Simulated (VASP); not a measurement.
# GaAs in VASP: further runs

Runs on GaAs. Level: r2SCAN. Tasks: single point.

Program: VASP 6.6.1. These are calculated values, not measurements. Logs are shortened: lines on timing, memory, paths and dates and some standing lists are left out, and cuts for length are marked.

## (1) The cell of the first run

Symmetry: F-43m, No. 216, cubic system. The conventional cell has a = 5.371 Å, b = 5.371 Å, c = 5.371 Å, α = 90.00°, β = 90.00°, γ = 90.00°. Within 3.1 Å of Ga (site symmetry -43m) lie 4 As at 2.33 Å. As (site symmetry -43m) has 4 Ga at 2.33 Å within 3.1 Å.

## (2) Single point, r2SCAN (strain -0.050 along x and y, -0.050 along z)

Contents of POSCAR:

```
GaAs
1.0
    0.0000000000      2.6855075000      2.6855075000
    2.6855075000      0.0000000000      2.6855075000
    2.6855075000      2.6855075000      0.0000000000
Ga As
1 1
Direct
    0.0000000000      0.0000000000      0.0000000000
    0.7500000000      0.7500000000      0.7500000000
```

Contents of INCAR.step1:

```
SYSTEM = GaAs
PREC = Accurate ; ENCUT = 520
ISMEAR = 0 ; SIGMA = 0.05
LREAL = .FALSE. ; LASPH = .TRUE.
NELM = 100 ; NBANDS = 16
GGA = PE ; ALGO = Normal
EDIFF = 1E-4 ; LWAVE = .TRUE.
LCHARG = .FALSE.
```

Contents of INCAR.step2:

```
SYSTEM = GaAs
PREC = Accurate ; ENCUT = 520
EDIFF = 1E-7 ; ISMEAR = 0
SIGMA = 0.05 ; LREAL = .FALSE.
LASPH = .TRUE. ; NELM = 100
ALGO = Normal ; ISIF = 2
LWAVE = .FALSE. ; LCHARG = .FALSE.
METAGGA = R2SCAN ; LMIXTAU = .TRUE.
NBANDS = 16 ; ISTART = 1
```

Contents of KPOINTS:

```
regular mesh
0
G
  8 8 8
  0 0 0
```

Potentials or basis: VASP PAW PBE potentials, release 64 (Ga_d, As).

The run is started by

```sh
$ cat potpaw_PBE.64/Ga_d/POTCAR potpaw_PBE.64/As/POTCAR > POTCAR
$ cp INCAR.step1 INCAR
$ mpirun -np 1 vasp_std > vasp.out
$ cp INCAR.step2 INCAR
$ mpirun -np 1 vasp_std > vasp.out
```

OUTCAR:

```text
SYSTEM = GaAs
   PREC = Accurate
   ENCUT = 520
   EDIFF = 1E-7
   ISMEAR = 0
   LREAL = .FALSE.
   LASPH = .TRUE.
   NELM = 100
   ISIF = 2
   METAGGA = R2SCAN
   ISTART = 1

 ion  position               nearest neighbor table
   1  0.000  0.000  0.000-   2 2.33   2 2.33   2 2.33   2 2.33
   2  0.750  0.750  0.750-   1 2.33   1 2.33   1 2.33   1 2.33

  LATTYP: Found a face centered cubic cell.
 ALAT       =     5.3710150000

  Lattice vectors:

 A1 = (   0.0000000000,   2.6855075000,   2.6855075000)
 A2 = (   2.6855075000,   0.0000000000,   2.6855075000)
 A3 = (   2.6855075000,   2.6855075000,   0.0000000000)

Analysis of symmetry for initial positions (statically):
=====================================================================
 Subroutine PRICEL returns:
 Original cell was already a primitive cell.

 Routine SETGRP: Setting up the symmetry group for a
 face centered cubic supercell.

 Subroutine GETGRP returns: Found 24 space group operations
 (whereof 24 operations were pure point group operations)
 out of a pool of 48 trial point group operations.

The static configuration has the point symmetry T_d .

Analysis of symmetry for dynamics (positions and initial velocities):
=====================================================================
 Subroutine PRICEL returns:
 Original cell was already a primitive cell.

 Routine SETGRP: Setting up the symmetry group for a
 face centered cubic supercell.

 Subroutine GETGRP returns: Found 24 space group operations
 (whereof 24 operations were pure point group operations)
 out of a pool of 48 trial point group operations.

The dynamic configuration has the point symmetry T_d .

 Subroutine INISYM returns: Found 24 space group operations
 (whereof 24 operations are pure point group operations),
 and found     1 'primitive' translations

----------------------------------------------------------------------------------------

                                     Primitive cell

  volume of cell :      38.7355

  direct lattice vectors                    reciprocal lattice vectors
     0.000000000  2.685507500  2.685507500    -0.186184548  0.186184548  0.186184548
     2.685507500  0.000000000  2.685507500     0.186184548 -0.186184548  0.186184548
     2.685507500  2.685507500  0.000000000     0.186184548  0.186184548 -0.186184548

  length of vectors
     3.797881128  3.797881128  3.797881128     0.322481097  0.322481097  0.322481097

  position of ions in fractional coordinates (direct lattice)
     0.000000000  0.000000000  0.000000000
     0.750000000  0.750000000  0.750000000

  ion indices of the primitive-cell ions
   primitive index   ion index
                 1           1
                 2           2

----------------------------------------------------------------------------------------

 KPOINTS: regular mesh

Automatic generation of k-mesh.
 Grid dimensions read from file:
 generate k-points for:    8    8    8

 Generating k-lattice:

  Cartesian coordinates                     Fractional coordinates (reciprocal lattice)
    -0.023273068  0.023273068  0.023273068     0.125000000  0.000000000  0.000000000
     0.023273068 -0.023273068  0.023273068     0.000000000  0.125000000  0.000000000
     0.023273068  0.023273068 -0.023273068     0.000000000  0.000000000  0.125000000

  Length of vectors
     0.040310137  0.040310137  0.040310137

  Shift w.r.t. Gamma in fractional coordinates (k-lattice)
     0.000000000  0.000000000  0.000000000

 Subroutine IBZKPT returns following result:
 ===========================================

 Found     29 irreducible k-points:

 Following reciprocal coordinates:
            Coordinates               Weight
  0.000000  0.000000  0.000000      1.000000
  0.125000  0.000000  0.000000      8.000000
  0.250000  0.000000  0.000000      8.000000
  0.375000  0.000000  0.000000      8.000000
  0.500000  0.000000  0.000000      4.000000
  0.125000  0.125000  0.000000      6.000000
[... 16 lines left out ...]
  0.500000  0.250000  0.125000     48.000000
 -0.375000  0.250000  0.125000     24.000000
 [... further k-points ...]
   k-points           NKPTS =     29   k-points in BZ     NKDIM =     29   number of bands    NBANDS=     16
   number of dos      NEDOS =    301   number of ions     NIONS =      2
   total plane-waves  NPLWV =  21952
   dimension x,y,z NGX =    28 NGY =   28 NGZ =   28
   dimension x,y,z NGXF=    56 NGYF=   56 NGZF=   56
   ions per type =               1   1
   NGX,Y,Z   is equivalent  to a cutoff of  12.26, 12.26, 12.26 a.u.
   NGXF,Y,Z  is equivalent  to a cutoff of  24.51, 24.51, 24.51 a.u.
 SYSTEM =  GaAs
   PREC   = accura    normal or accurate (medium, high low for compatibility)
   ISTART =      1    job   : 0-new  1-cont  2-samecut
   ICHARG =      0    charge: 1-file 2-atom 10-const
   ISPIN  =      1    spin polarized calculation?
   LNONCOLLINEAR =      F non collinear calculations
   LSORBIT =      F    spin-orbit coupling
   LASPH  =      T    aspherical Exc in radial PAW
   ENCUT  =  520.0 eV  38.22 Ry    6.18 a.u.   7.06  7.06  7.06*2*pi/ulx,y,z
   NELM   =    100;   NELMIN=  2; NELMDL=  0     # of ELM steps
   EDIFF  = 0.1E-06   stopping-criterion for ELM
   LREAL  =      F    real-space projection
   EDIFFG = 0.1E-05   stopping-criterion for IOM
   NSW    =      0    number of steps for IOM
   IBRION =     -1    ionic relax: 0-MD 1-quasi-New 2-CG
   NFREE  =      0    steps in history (QN), initial steepest desc. (CG)
   ISIF   =      2    stress and relaxation
   ISYM   =      2    0-nonsym 1-usesym 2-fastsym
   POTIM  = 0.5000    time-step for ionic-motion
   TEBEG  =    0.0;   TEEND  =   0.0 temperature during run
   PSTRESS=    0.0 pullay stress
   NELECT =      18.0000    total number of electrons
   NUPDOWN=      -1.0000    fix difference up-down
   EMIN   =  10.00;   EMAX   =-10.00  energy-range for DOS
   EFERMI =   0.00;   METHOD = LEGACY
   ISMEAR =     0;   SIGMA  =   0.05  broadening in eV -4-tet -1-fermi 0-gaus
   EFERMI_NEDOS =   21; number of points for ismear=-14 and -15
   IALGO  =     38    algorithm
   IMIX   =      4    mixing-type and parameters
     AMIX     =   0.40;   BMIX     =  1.00
     AMIX_MAG =   1.60;   BMIX_MAG =  1.00
  volume/ion in A,a.u.               =      19.37       130.70
  Fermi-wavevector in a.u.,A,eV,Ry     =   1.268029  2.396228 21.876785  1.607898
  Thomas-Fermi vector in A             =   2.401146
   LORBIT       =      0    0 simple, 1 ext, 2 COOP (PROOUT), +10 PAW based schemes
   METAGGA = R2SCAN    functional components
   LHFCALC =     F    Hartree Fock is set to
   AEXX    =    0.0000 exact exchange contribution
   IVDW    =     0    specifies the selected vdW correction
   LEPSILON=     F    determine dielectric tensor
   LRPA    =     F    only Hartree local field effects (RPA)
 non-spin polarized calculation
 Gauss-broadening in eV      SIGMA  =   0.05
  energy-cutoff  :      520.00
  volume of cell :       38.74
 maximum number of plane-waves:      1056
   NGX = 15   NGY = 15   NGZ = 15

 number of electron      17.9999990 magnetization

 Free energy of the ion-electron system (eV)
  ---------------------------------------------------
  ext. energy  EPLUGINS =         0.00000000
  ---------------------------------------------------
  free energy    TOTEN  =       -26.74261195 eV

  energy without entropy =      -26.74261195  energy(sigma->0) =      -26.74261195

 E-fermi :   5.4855     XC(G=0): -11.0171

 val. band max:        5.2709894976   @ k =   0.0000   0.0000   0.0000
 cond. band min:       6.6998427942   @ k =   0.5000   0.5000   0.0000
 fundamental gap:      1.4288532966
 Fermi energy:         5.4854740479

 k-point     1 :       0.0000    0.0000    0.0000
  band No.  band energies     occupation
      1     -10.3279      2.00000
      2     -10.3279      2.00000
      3     -10.3279      2.00000
      4     -10.1877      2.00000
      5     -10.1877      2.00000
      6      -9.2088      2.00000
[... 8 lines left out ...]
     15      16.2690      0.00000
     16      16.2690      0.00000

 k-point     2 :       0.1250    0.0000    0.0000
  band No.  band energies     occupation
      1     -10.3649      2.00000
      2     -10.3216      2.00000
      3     -10.3216      2.00000
      4     -10.1881      2.00000
      5     -10.1881      2.00000
      6      -8.9607      2.00000
[... 8 lines left out ...]
     15      15.2711      0.00000
     16      15.2711      0.00000

 k-point     3 :       0.2500    0.0000    0.0000
  band No.  band energies     occupation
      1     -10.4291      2.00000
      2     -10.3079      2.00000
      3     -10.3079      2.00000
      4     -10.1874      2.00000
      5     -10.1874      2.00000
      6      -8.2867      2.00000
[... 8 lines left out ...]
     15      15.0424      0.00000
     16      15.2248      0.00000

 k-point     4 :       0.3750    0.0000    0.0000
  band No.  band energies     occupation
      1     -10.4765      2.00000
      2     -10.2970      2.00000
      3     -10.2970      2.00000
      4     -10.1838      2.00000
      5     -10.1838      2.00000
      6      -7.3661      2.00000
[... 8 lines left out ...]
     15      16.5269      0.00000
     16      16.5270      0.00000
[... 324 lines left out ...]
 k-point    22 :       0.3750    0.2500    0.1250
  band No.  band energies     occupation
      1     -10.4647      2.00000
      2     -10.2914      2.00000
      3     -10.2866      2.00000
      4     -10.2039      2.00000
      5     -10.1790      2.00000
      6      -7.7298      2.00000
[... 8 lines left out ...]
     15      17.6102      0.00000
     16      18.4085      0.00000

 k-point    23 :       0.5000    0.2500    0.1250
  band No.  band energies     occupation
      1     -10.4917      2.00000
      2     -10.2844      2.00000
      3     -10.2749      2.00000
      4     -10.2015      2.00000
      5     -10.1798      2.00000
      6      -6.8705      2.00000
[... 8 lines left out ...]
     15      17.5811      0.00000
     16      19.0588      0.00000

 k-point    24 :      -0.3750    0.2500    0.1250
  band No.  band energies     occupation
      1     -10.5015      2.00000
      2     -10.2830      2.00000
      3     -10.2705      2.00000
      4     -10.1968      2.00000
      5     -10.1822      2.00000
      6      -6.3518      2.00000
[... 8 lines left out ...]
     15      18.0984      0.00000
     16      19.1489      0.00000

 [... further k-points ...]

------------------------ aborting loop because EDIFF is reached ----------------------------------------

  FORCE on cell =-STRESS in cart. coord.  units (eV):
  Direction    XX          YY          ZZ          XY          YZ          ZX
  --------------------------------------------------------------------------------------
  -------------------------------------------------------------------------------------
  Total        4.1018852      4.1018852      4.1018852      0.0000000     -0.0000000      0.0000000
  in kB      169.6621552    169.6621552    169.6621552      0.0000000     -0.0000000      0.0000000
  external PRESSURE =     169.6621552 kB  Pullay stress =       0.0000000 kB

 VOLUME and BASIS-vectors are now :
 -----------------------------------------------------------------------------
  energy-cutoff  :      520.00
  volume of cell :       38.74
      direct lattice vectors                 reciprocal lattice vectors
     0.000000000  2.685507500  2.685507500    -0.186184548  0.186184548  0.186184548
     2.685507500  0.000000000  2.685507500     0.186184548 -0.186184548  0.186184548
     2.685507500  2.685507500  0.000000000     0.186184548  0.186184548 -0.186184548

 POSITION                                       TOTAL-FORCE (eV/Angst)
 -----------------------------------------------------------------------------------
      0.00000      0.00000      0.00000         0.000000     -0.000000     -0.000000
      4.02826      4.02826      4.02826        -0.000000      0.000000      0.000000
 -----------------------------------------------------------------------------------
    total drift:                               -0.000003     -0.000003     -0.000004

  FREE ENERGIE OF THE ION-ELECTRON SYSTEM (eV)
  ---------------------------------------------------
  free  energy   TOTEN  =       -26.7426119491 eV

  energy  without entropy=      -26.7426119491  energy(sigma->0) =      -26.74261195
```

Wall time 62 s (1 thread of Intel Xeon 8259CL, shared host); peak memory 0.17 GiB.

What came out:

```yaml
Free_energy: -26.7426 eV
Pressure: 17.0 GPa
Band_gap_on_the_k_mesh: 1.43 eV (least direct gap 2.29 eV)
```

Caveat: the cell differs from its parent crystal (strain -0.050 along x and y, -0.050 along z); the cell stands under pressure; the PAW data sets were made with another functional, which shifts forces and pressure a little. A k mesh can miss the band edges.

## (3) Single point, r2SCAN (strain +0.050 along x and y, +0.050 along z)

Contents of POSCAR:

```
GaAs
1.0
    0.0000000000      2.9681925000      2.9681925000
    2.9681925000      0.0000000000      2.9681925000
    2.9681925000      2.9681925000      0.0000000000
Ga As
1 1
Direct
    0.0000000000      0.0000000000      0.0000000000
    0.7500000000      0.7500000000      0.7500000000
```

Contents of INCAR.step1:

```
SYSTEM = GaAs
ALGO = Normal
EDIFF = 1E-4
ENCUT = 520
GGA = PE
ISMEAR = 0
LASPH = .True.
LCHARG = .False.
LREAL = .False.
LWAVE = .True.
NBANDS = 16
NELM = 100
PREC = Accurate
SIGMA = 0.05
```

Contents of INCAR.step2:

```
SYSTEM = GaAs
ALGO = Normal
EDIFF = 1E-6
ENCUT = 520
ISIF = 2
ISMEAR = 0
ISTART = 1
LASPH = .True.
LCHARG = .False.
LMIXTAU = .True.
LREAL = .False.
LWAVE = .False.
METAGGA = R2SCAN
NBANDS = 16
NELM = 100
PREC = Accurate
SIGMA = 0.05
```

Contents of KPOINTS:

```
k-points
0
Gamma
  8 8 8
  0 0 0
```

Potentials or basis: VASP PAW PBE potentials, release 64 (Ga_d, As).

The run is started by

```sh
$ cat potpaw_PBE.64/Ga_d/POTCAR potpaw_PBE.64/As/POTCAR > POTCAR
$ cp INCAR.step1 INCAR
$ mpirun -np 1 vasp_std > vasp.out
$ cp INCAR.step2 INCAR
$ mpirun -np 1 vasp_std > vasp.out
```

It took 78 s on 1 thread of Intel Xeon 8259CL, shared host; peak memory 0.19 GiB.

It converged, with:

- Free energy: -26.8783 eV
- Pressure: -7.2 GPa
- Band gap on the k mesh: zero (filled and empty bands touch)

Levels at points of the mesh, in eV from the Fermi level:
```tsv
k point	band 7	band 8	band 9	band 10	band 11	band 12
(0.00, 0.00, 0.00)	-0.14	-0.02	-0.02	-0.02	3.97	3.97
(0.50, 0.00, 0.00)	-6.09	-0.99	-0.99	0.92	4.89	4.89
(0.50, 0.50, 0.00)	-6.36	-2.30	-2.30	1.94	1.97	9.66
```

Caveat: the cell differs from its parent crystal (strain +0.050 along x and y, +0.050 along z); the cell stands under tension; semilocal functionals underestimate gaps, so a narrow gap can read as zero; the PAW data sets were made with another functional, which shifts forces and pressure a little.

## (4) Single point, r2SCAN (strain -0.050 along x and y, -0.025 along z)

Contents of POSCAR:

```
GaAs
1.0
    0.0000000000      2.6855075000      2.7561787500
    2.6855075000      0.0000000000      2.7561787500
    2.6855075000      2.6855075000      0.0000000000
Ga As
1 1
Direct
    0.0000000000      0.0000000000      0.0000000000
    0.7500000000      0.7500000000      0.7500000000
```

Contents of INCAR.step1:

```
SYSTEM = GaAs
ALGO = Normal
EDIFF = 1E-4
ENCUT = 520
GGA = PE
ISMEAR = 0
LASPH = .TRUE.
LCHARG = .FALSE.
LREAL = .FALSE.
LWAVE = .TRUE.
NBANDS = 16
NELM = 80
PREC = Accurate
SIGMA = 0.05
```

Contents of INCAR.step2:

```
SYSTEM = GaAs
ALGO = Normal
EDIFF = 1E-6
ENCUT = 520
ISIF = 2
ISMEAR = 0
ISTART = 1
LASPH = .TRUE.
LCHARG = .TRUE.
LELF = .TRUE.
LMIXTAU = .TRUE.
LREAL = .FALSE.
LVHAR = .TRUE.
LWAVE = .FALSE.
METAGGA = R2SCAN
NBANDS = 16
NELM = 80
PREC = Accurate
SIGMA = 0.05
```

Contents of KPOINTS:

```
k-points
0
G
  8 8 8
  0 0 0
```

The run is started by

```sh
$ cat potpaw_PBE.64/Ga_d/POTCAR potpaw_PBE.64/As/POTCAR > POTCAR
$ cp INCAR.step1 INCAR
$ mpirun -np 1 vasp_std > vasp.out
$ cp INCAR.step2 INCAR
$ mpirun -np 1 vasp_std > vasp.out
```

It took 3.6 min on 1 thread of Intel Xeon 8259CL, shared host; peak memory 0.19 GiB.

It converged, with:

```
Free energy            : -26.8353 eV
Pressure               : 13.4 GPa
Band gap on the k mesh : 1.37 eV (least direct gap 2.00 eV)
```

Stress tensor (GPa, compression positive):
```
14.03  0.00  0.00
 0.00 14.03  0.00
 0.00  0.00 12.18
```

Levels at points of the mesh, in eV from the valence-band top:
```tsv
k point	band 7	band 8	band 9	band 10	band 11	band 12
(0.00, 0.00, 0.00)	-0.18	0.00	0.00	2.00	3.97	3.97
(0.50, 0.00, 0.00)	-7.68	-1.59	-1.33	1.69	4.85	5.05
(0.50, 0.50, 0.00)	-7.86	-3.20	-3.20	1.57	1.98	11.90
(0.50, 0.00, 0.50)	-7.67	-3.42	-3.39	1.37	1.70	11.76
```

Caveat: the cell differs from its parent crystal (strain -0.050 along x and y, -0.025 along z); the cell stands under pressure; the PAW data sets were made with another functional, which shifts forces and pressure a little. A k mesh can miss the band edges.

## (5) Summary

| cell | gap on the mesh (eV) | pressure (GPa) |
| --- | --- | --- |
| a = 3.798 Å, angles 60.0°, 2 atoms | 1.43 | 17.0 |
| a = 4.198 Å, angles 60.0°, 2 atoms | none | -7.2 |
| a = 3.848, b = 3.848, c = 3.798 Å, angles 60.4, 60.4, 59.1°, 2 atoms | 1.37 | 13.4 |

Alike in all rows: task single point; level r2SCAN; potentials or basis VASP PAW PBE potentials, release 64 (Ga_d, As); no spin polarisation; k mesh 8 × 8 × 8; cutoff (eV) 520; smearing gaussian 0.05 eV.

Caveats: the PAW data sets were made with another functional, which shifts forces and pressure a little; the cell stands under pressure (at least some runs); the cell stands under tension (at least some runs); semilocal functionals underestimate gaps, so a narrow gap can read as zero (at least some runs).

Total energies depend on the potentials used, so only differences within one code and one set of settings carry meaning.
